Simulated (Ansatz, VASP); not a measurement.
**NiMoIrPdW: VASP beside Ansatz**

```
CELL_PARAMETERS angstrom
2.76616 0.00000 0.00000
-1.38308 2.39557 0.00000
0.00000 0.00000 11.02292
ATOMIC_POSITIONS crystal
Ni 0.33333 0.66667 0.59712
Mo 0.00000 0.00000 0.41074
Pd 0.66667 0.33333 0.79520
Ir 0.66667 0.33333 0.19960
W 0.33333 0.66667 0.99734
```

Alike in both runs: task single point; functional PBE; k mesh 11 × 11 × 3; occupations fermi-dirac, width 0.05 eV; collinear spin.

```csv
,VASP,Ansatz
version,VASP 6.6.1,Ansatz 0.2.0
potentials or method,"VASP PAW PBE potentials, release 64 (Ni, Mo_sv, Pd, Ir, W_sv)",PseudoDojo standard (PBE files)
plane-wave cutoff (eV),520,1333
valence electrons in the cell,57,81
```

```csv
,VASP,Ansatz,Ansatz less VASP
gap on the k mesh at the Fermi level (eV),none,none,-
pressure (GPa),0.4,0.1,-0.31
"traceless stress, the component that is largest in VASP (GPa)",-0.98,-0.93,+0.053
rms of the force components (eV/Å),0.049,0.053,+0.0044
net moment per atom (μB),0.00,0.00,0.000
```

Atom by atom the forces differ by 0.010 eV/Å (rms over components). A gap of «none» marks a metal or a gap that the smearing closes. VASP's potentials hold 57 valence electrons a cell and Ansatz's 81, so a difference there can come from the potentials and not from the codes.

Neither program's run includes spin-orbit coupling.
